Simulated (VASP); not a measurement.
Mg5Ge: single point with LDA

The system is Mg5Ge.

```
Mg Ge
1.0
     0.00000    4.01313    4.01313
     4.01313    0.00000    4.01313
     4.01313    4.01313    0.00000
Mg Ge
5 1
Direct
  0.75000 0.75000 0.75000
  0.37483 0.87550 0.37483
  0.37483 0.37483 0.87550
  0.87550 0.37483 0.37483
  0.37483 0.37483 0.37483
  0.00000 0.00000 0.00000
```

```yaml
Program: VASP 6.6.1
Task: single point
Functional: LDA
Potentials_or_basis: VASP PAW LDA potentials, release 64 (Mg, Ge_d)
Cutoff: 520 eV
k_mesh: 5 × 5 × 5
Occupations: fermi-dirac, width 0.05 eV
Spin: no spin polarisation
```

* Pressure: -0.5 GPa
* Largest force: 0.012 eV/Å
* Band gap on the k mesh: zero (band 12 reaches 4.26 eV, above the bottom of band 13 at 2.40 eV)

Forces in eV/Å, atoms in the order of the input:
```
Mg   0.000  0.000  0.000
Mg   0.007 -0.007  0.007
Mg   0.007  0.007 -0.007
Mg  -0.007  0.007  0.007
Mg  -0.007 -0.007 -0.007
Ge   0.000  0.000  0.000
```

Levels at points of the mesh, in eV from the Fermi level:
| k point | band 10 | band 11 | band 12 | band 13 | band 14 | band 15 |
| --- | --- | --- | --- | --- | --- | --- |
| (0.00, 0.00, 0.00) | -1.58 | -1.21 | -0.21 | -0.21 | -0.21 | 1.01 |

It took 29 s on 1 thread of Intel(R) Xeon(R) 6975P-C (Granite Rapids), on a shared host, peak memory 0.22 GiB.
